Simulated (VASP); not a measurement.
Wanted: the native input for a VASP 6.6.1 run.

```
Task                   : single point
Functional             : PBE
Potentials or basis    : VASP PAW PBE potentials, release 64 (Si, W_sv)
Cutoff                 : 520 eV
k mesh                 : 6 × 6 × 12
Occupations            : gaussian, width 0.1 eV
Spin                   : no spin polarisation
Dipole correction      : no
Further INCAR settings : ALGO = Fast; EDIFF = 1e-06; NBANDS = 61
```

The structure of Si2W3 lies in POSCAR:

```
Si2W3
1.0
    6.6237430195      0.0000000000      0.0000000000
    0.0000000000      6.6237430195      0.0000000000
    0.0000000000      0.0000000000      3.3179879384
Si W
4 6
Direct
    0.6342068990      0.1342068990      0.0000000000
    0.3657931010      0.8657931010      0.0000000000
    0.1342068990      0.3657931010      0.0000000000
    0.8657931010      0.6342068990      0.0000000000
    0.0000000000      0.0000000000      0.0000000000
    0.5000000000      0.5000000000      0.0000000000
    0.1597197979      0.6597197979      0.5000000000
    0.8402802021      0.3402802021      0.5000000000
    0.6597197979      0.8402802021      0.5000000000
    0.3402802021      0.1597197979      0.5000000000
```

These files were run (other wordings do the same):

INCAR

```
PREC = Accurate ; ENCUT = 520
EDIFF = 1E-6 ; ISMEAR = 0
SIGMA = 0.1 ; LREAL = F
LASPH = T ; NELM = 80
ALGO = Fast ; ISIF = 2
LWAVE = F ; LCHARG = F
GGA = PE ; NBANDS = 61
```

KPOINTS

```
regular mesh
0
Gamma
  6 6 12
```

Potentials or basis: VASP PAW PBE potentials, release 64 (Si, W_sv).

Launch:

```bash
$ cat potpaw_PBE.64/Si/POTCAR potpaw_PBE.64/W_sv/POTCAR > POTCAR
$ mpirun -np 1 vasp_std > vasp.out
```

It gave:

```yaml
Pressure: 0.2 GPa
Largest_force: 0.010 eV/Å
Band_gap_on_the_k_mesh: zero (band 50 reaches 12.72 eV, above the bottom of band 51 at 11.08 eV)
```

Caveat: spin-orbit coupling is left out, which moves the levels of the heavy elements.

Run time: 10 min on 1 thread of Intel(R) Xeon(R) Platinum 8488C (Sapphire Rapids), on a shared host, peak memory 0.55 GiB.
